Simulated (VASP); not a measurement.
# Te (I4_1/amd) in VASP: density of states with PBE

Aim: the density of states of Te with PBE.

Program: VASP 6.6.1. These are calculated values, not measurements. Logs are shortened: lines on timing, memory, paths and dates and some standing lists are left out, and cuts for length are marked.

## Step 1: The cell of the first run

The structure is tetragonal, space group I4_1/amd (No. 141). Conventional cell: a = 4.590 Å, b = 4.590 Å, c = 2.444 Å, α = 90.00°, β = 90.00°, γ = 90.00°. Te (site symmetry -4m2) has 10 Te at 2.37 to 2.94 Å within 3.1 Å.

## Step 2: Density of states, PBE (volume scaled by 0.4)

The input, POSCAR:

```
Te
1.0
   -2.2949852390      2.2949852390      1.2219548523
    2.2949852390     -2.2949852390      1.2219548523
    2.2949852390      2.2949852390     -1.2219548523
Te
2
Direct
   -0.3750000000     -0.1250000000     -0.2500000000
    0.3750000000      0.1250000000      0.2500000000
```

The input, INCAR.step1:

```
  PREC = Accurate
  ENCUT = 520
  EDIFF = 1E-6
  ISMEAR = -1
  SIGMA = 0.08
  LREAL = F
  LASPH = T
  NELM = 60
  ALGO = Normal
  ISIF = 2
  LWAVE = F
  LCHARG = T
  GGA = PE
  NBANDS = 13
```

The input, KPOINTS.step1:

```
regular mesh
0
Gamma
  15 15 15
```

The input, INCAR.step2:

```
  PREC = Accurate
  ENCUT = 520
  EDIFF = 1E-6
  ISMEAR = -5
  SIGMA = 0.08
  LREAL = F
  LASPH = T
  NELM = 60
  ALGO = Normal
  ISIF = 2
  LWAVE = F
  LCHARG = F
  GGA = PE
  LORBIT = 11
  NBANDS = 13
  NEDOS = 1001
  ICHARG = 11
```

The input, KPOINTS.step2:

```
regular mesh
0
Gamma
  23 23 23
```

Potentials or basis: VASP PAW PBE potentials, release 64 (Te).

On the command line:

```bash
> cat potpaw_PBE.64/Te/POTCAR > POTCAR
> cp INCAR.step1 INCAR
> cp KPOINTS.step1 KPOINTS
> mpirun -np 1 vasp_std > vasp.out
> cp INCAR.step2 INCAR
> cp KPOINTS.step2 KPOINTS
> mpirun -np 1 vasp_std > vasp.out
```

OUTCAR:

```text
PREC = Accurate
   ENCUT = 520
   EDIFF = 1E-6
   ISMEAR = -5
   LREAL = F
   LASPH = T
   NELM = 60
   ISIF = 2
   GGA = PE
   LORBIT = 11
   ICHARG = 11

 ion  position               nearest neighbor table
   1  0.625  0.875  0.750-   2 2.37   2 2.37   2 2.37   2 2.37   2 2.94   2 2.94   2 2.94   2 2.94

   2  0.375  0.125  0.250-   1 2.37   1 2.37   1 2.37   1 2.37   1 2.94   1 2.94   1 2.94   1 2.94

  LATTYP: Found a body centered tetragonal cell.
 ALAT       =     4.5899704780
 C/A-ratio  =     0.5324456260

  Lattice vectors:

 A1 = (  -2.2949852390,   2.2949852390,   1.2219548523)
 A2 = (   2.2949852390,  -2.2949852390,   1.2219548523)
 A3 = (   2.2949852390,   2.2949852390,  -1.2219548523)

Analysis of symmetry for initial positions (statically):
=====================================================================
 Subroutine PRICEL returns:
 Original cell was already a primitive cell.

 Routine SETGRP: Setting up the symmetry group for a
 body centered tetragonal supercell.

 Subroutine GETGRP returns: Found 16 space group operations
 (whereof  4 operations were pure point group operations)
 out of a pool of 16 trial point group operations.

The static configuration has the point symmetry C_2h.
 The point group associated with its full space group is D_4h.

Analysis of symmetry for dynamics (positions and initial velocities):
=====================================================================
 Subroutine PRICEL returns:
 Original cell was already a primitive cell.

 Routine SETGRP: Setting up the symmetry group for a
 body centered tetragonal supercell.

 Subroutine GETGRP returns: Found 16 space group operations
 (whereof  4 operations were pure point group operations)
 out of a pool of 16 trial point group operations.

The dynamic configuration has the point symmetry C_2h.
 The point group associated with its full space group is D_4h.

 Subroutine INISYM returns: Found 16 space group operations
 (whereof  4 operations are pure point group operations),
 and found     1 'primitive' translations

----------------------------------------------------------------------------------------

                                     Primitive cell

  volume of cell :      25.7439

  direct lattice vectors                    reciprocal lattice vectors
    -2.294985239  2.294985239  1.221954852     0.000000000  0.217866325  0.409180420
     2.294985239 -2.294985239  1.221954852     0.217866325  0.000000000  0.409180420
     2.294985239  2.294985239 -1.221954852     0.217866325  0.217866325  0.000000000

  length of vectors
     3.468009250  3.468009250  3.468009250     0.463566988  0.463566988  0.308109512

  position of ions in fractional coordinates (direct lattice)
     0.625000000  0.875000000  0.750000000
     0.375000000  0.125000000  0.250000000

  ion indices of the primitive-cell ions
   primitive index   ion index
                 1           1
                 2           2

----------------------------------------------------------------------------------------

 KPOINTS: regular mesh

Automatic generation of k-mesh.
 Grid dimensions read from file:
 generate k-points for:   23   23   23

 Generating k-lattice:

  Cartesian coordinates                     Fractional coordinates (reciprocal lattice)
     0.000000000  0.009472449  0.017790453     0.043478261  0.000000000  0.000000000
     0.009472449  0.000000000  0.017790453     0.000000000  0.043478261  0.000000000
     0.009472449  0.009472449  0.000000000     0.000000000  0.000000000  0.043478261

  Length of vectors
     0.020155086  0.020155086  0.013396066

  Shift w.r.t. Gamma in fractional coordinates (k-lattice)
     0.000000000  0.000000000  0.000000000

 TETIRR: Found  29779 inequivalent tetrahedra from    73002

 Subroutine IBZKPT returns following result:
 ===========================================

 Found    936 irreducible k-points:

 Following reciprocal coordinates:
            Coordinates               Weight
  0.000000  0.000000  0.000000      1.000000
  0.043478  0.000000 -0.000000      8.000000
  0.086957  0.000000 -0.000000      8.000000
  0.130435  0.000000  0.000000      8.000000
  0.173913  0.000000  0.000000      8.000000
  0.217391  0.000000  0.000000      8.000000
[... 16 lines left out ...]
  0.478261  0.043478  0.000000     16.000000
 -0.478261  0.043478  0.000000     16.000000
 [... further k-points ...]
   k-points           NKPTS =    936   k-points in BZ     NKDIM =    936   number of bands    NBANDS=     13
   number of dos      NEDOS =   1001   number of ions     NIONS =      2
   total plane-waves  NPLWV =  21952
   dimension x,y,z NGX =    28 NGY =   28 NGZ =   28
   dimension x,y,z NGXF=    56 NGYF=   56 NGZF=   56
   ions per type =               2
   NGX,Y,Z   is equivalent  to a cutoff of  13.42, 13.42, 13.42 a.u.
   NGXF,Y,Z  is equivalent  to a cutoff of  26.84, 26.84, 26.84 a.u.
 SYSTEM =  unknown system
   PREC   = accura    normal or accurate (medium, high low for compatibility)
   ISTART =      0    job   : 0-new  1-cont  2-samecut
   ICHARG =     11    charge: 1-file 2-atom 10-const
   ISPIN  =      1    spin polarized calculation?
   LNONCOLLINEAR =      F non collinear calculations
   LSORBIT =      F    spin-orbit coupling
   LASPH  =      T    aspherical Exc in radial PAW
   ENCUT  =  520.0 eV  38.22 Ry    6.18 a.u.   6.45  6.45  6.45*2*pi/ulx,y,z
   NELM   =     60;   NELMIN=  2; NELMDL=  0     # of ELM steps
   EDIFF  = 0.1E-05   stopping-criterion for ELM
   LREAL  =      F    real-space projection
   EDIFFG = 0.1E-04   stopping-criterion for IOM
   NSW    =      0    number of steps for IOM
   IBRION =     -1    ionic relax: 0-MD 1-quasi-New 2-CG
   NFREE  =      0    steps in history (QN), initial steepest desc. (CG)
   ISIF   =      2    stress and relaxation
   ISYM   =      2    0-nonsym 1-usesym 2-fastsym
   POTIM  = 0.5000    time-step for ionic-motion
   TEBEG  =    0.0;   TEEND  =   0.0 temperature during run
   PSTRESS=    0.0 pullay stress
   NELECT =      12.0000    total number of electrons
   NUPDOWN=      -1.0000    fix difference up-down
   EMIN   =  10.00;   EMAX   =-10.00  energy-range for DOS
   EFERMI =   0.00;   METHOD = LEGACY
   ISMEAR =    -5;   SIGMA  =   0.08  broadening in eV -4-tet -1-fermi 0-gaus
   EFERMI_NEDOS =   21; number of points for ismear=-14 and -15
   IALGO  =     38    algorithm
   IMIX   =      4    mixing-type and parameters
     AMIX     =   0.40;   BMIX     =  1.00
     AMIX_MAG =   1.60;   BMIX_MAG =  1.00
  volume/ion in A,a.u.               =      12.87        86.86
  Fermi-wavevector in a.u.,A,eV,Ry     =   1.269337  2.398699 21.921929  1.611216
  Thomas-Fermi vector in A             =   2.402384
   LORBIT       =     11    0 simple, 1 ext, 2 COOP (PROOUT), +10 PAW based schemes
   GGA     = PE    functional components
   LHFCALC =     F    Hartree Fock is set to
   AEXX    =    0.0000 exact exchange contribution
   IVDW    =     0    specifies the selected vdW correction
   LEPSILON=     F    determine dielectric tensor
   LRPA    =     F    only Hartree local field effects (RPA)
 non-spin polarized calculation
 Fermi weights with tetrahedron method with Bloechl corrections
  energy-cutoff  :      520.00
  volume of cell :       25.74
 maximum number of plane-waves:       717
 NGX is ok and might be reduce to    28

 number of electron      12.0000000 magnetization

 Free energy of the ion-electron system (eV)
  ---------------------------------------------------
  ext. energy  EPLUGINS =         0.00000000
  ---------------------------------------------------
  free energy    TOTEN  =        10.99553223 eV

  energy without entropy =       10.99553223  energy(sigma->0) =       10.99553223

 E-fermi :  24.0322     XC(G=0): -13.8839

 val. band max:       24.2131692263   @ k =  -0.2609   0.1739   0.0435
 cond. band min:      23.8342704273   @ k =  -0.4348   0.2609   0.0870
 fundamental gap:     -0.3788987990
 Fermi energy:        24.0322306082

 k-point     1 :       0.0000    0.0000    0.0000
  band No.  band energies     occupation
      1      -0.4266      2.00000
      2      13.7275      2.00000
      3      13.7275      2.00000
      4      15.0132      2.00000
      5      21.0334      2.00000
      6      27.9538      0.00000
      7      27.9538      0.00000
      8      30.6355      0.00000
      9      31.3804      0.00000
     10      32.3894      0.00000
     11      32.9631      0.00000
     12      33.7844      0.00000
     13      33.7854      0.00000

 k-point     2 :       0.0435    0.0000   -0.0000
  band No.  band energies     occupation
      1      -0.3594      2.00000
      2      13.4931      2.00000
      3      13.7372      2.00000
      4      15.3723      2.00000
      5      21.1335      2.00000
      6      27.7332      0.00000
      7      28.0171      0.00000
      8      30.2028      0.00000
      9      30.3807      0.00000
     10      31.9828      0.00000
     11      32.2016      0.00000
     12      32.4747      0.00000
     13      33.6641      0.00000

 k-point     3 :       0.0870    0.0000   -0.0000
  band No.  band energies     occupation
      1      -0.1574      2.00000
      2      13.1064      2.00000
      3      13.7694      2.00000
      4      16.1305      2.00000
      5      21.4296      2.00000
      6      27.1562      0.00000
      7      28.1713      0.00000
      8      28.3478      0.00000
      9      29.0400      0.00000
     10      30.6922      0.00000
     11      31.1366      0.00000
     12      32.2692      0.00000
     13      34.6365      0.00000
[... 305 lines left out ...]
 k-point    23 :       0.4783    0.0435    0.0000
  band No.  band energies     occupation
      1       8.0430      2.00000
      2       9.1678      2.00000
      3      14.0655      2.00000
      4      15.3027      2.00000
      5      16.7181      2.00000
      6      20.6596      2.00000
      7      22.7188      2.00000
      8      26.7060      0.00000
      9      28.5523      0.00000
     10      30.7936      0.00000
     11      33.1073      0.00000
     12      33.1291      0.00000
     13      35.9401      0.00000

 k-point    24 :      -0.4783    0.0435    0.0000
  band No.  band energies     occupation
      1       6.6809      2.00000
      2      10.6739      2.00000
      3      13.5218      2.00000
      4      15.2934      2.00000
      5      17.2571      2.00000
      6      21.0888      2.00000
      7      22.7621      2.00000
      8      26.7296      0.00000
      9      28.0179      0.00000
     10      30.0908      0.00000
     11      33.3987      0.00000
     12      34.1225      0.00000
     13      35.2472      0.00000

 [... further k-points ...]
[... 5 lines left out ...]
  --------------------------------------------------------------------------------------
  -------------------------------------------------------------------------------------
  Total       52.0622200     52.0622200     52.7225461      0.0000000      0.0000000      0.0000000
  in kB     3240.0993057   3240.0993057   3281.1947901      0.0000000      0.0000000      0.0000000
  external PRESSURE =    3253.7978005 kB  Pullay stress =       0.0000000 kB

 VOLUME and BASIS-vectors are now :
 -----------------------------------------------------------------------------
  energy-cutoff  :      520.00
  volume of cell :       25.74
      direct lattice vectors                 reciprocal lattice vectors
    -2.294985239  2.294985239  1.221954852     0.000000000  0.217866325  0.409180420
     2.294985239 -2.294985239  1.221954852     0.217866325  0.000000000  0.409180420
     2.294985239  2.294985239 -1.221954852     0.217866325  0.217866325  0.000000000

 POSITION                                       TOTAL-FORCE (eV/Angst)
 -----------------------------------------------------------------------------------
      2.29499      1.14749      0.91647        -0.000000      0.000000      0.000000
      0.00000      1.14749      0.30549         0.000000     -0.000000     -0.000000
 -----------------------------------------------------------------------------------
    total drift:                               -0.000000      0.000000     -0.000000

  FREE ENERGIE OF THE ION-ELECTRON SYSTEM (eV)
  ---------------------------------------------------
  free  energy   TOTEN  =        10.9955322301 eV

  energy  without entropy=       10.9955322301  energy(sigma->0) =       10.99553223

 total charge

# of ion       s       p       d       tot
------------------------------------------
    1        1.498   2.315   0.533   4.347
    2        1.498   2.315   0.533   4.347
--------------------------------------------------
tot          2.996   4.630   1.067   8.693
```

It took 6.1 min on 1 thread of Oxide Virtual Turin-like, shared host; peak memory 0.38 GiB.

What came out:

```
Valence electrons inside the program's atomic spheres : Te 4.35
```

Levels at points of the mesh, in eV from the Fermi level:
```csv
k point,band 3,band 4,band 5,band 6,band 7,band 8,band 9,band 10
"(0.00, 0.00, 0.00)",-10.30,-9.02,-3.00,3.92,3.92,6.60,7.35,8.36
```

Caveat: spin-orbit coupling is left out, which moves the levels of the heavy elements; tetrahedron occupations give inexact forces and stress in metals.
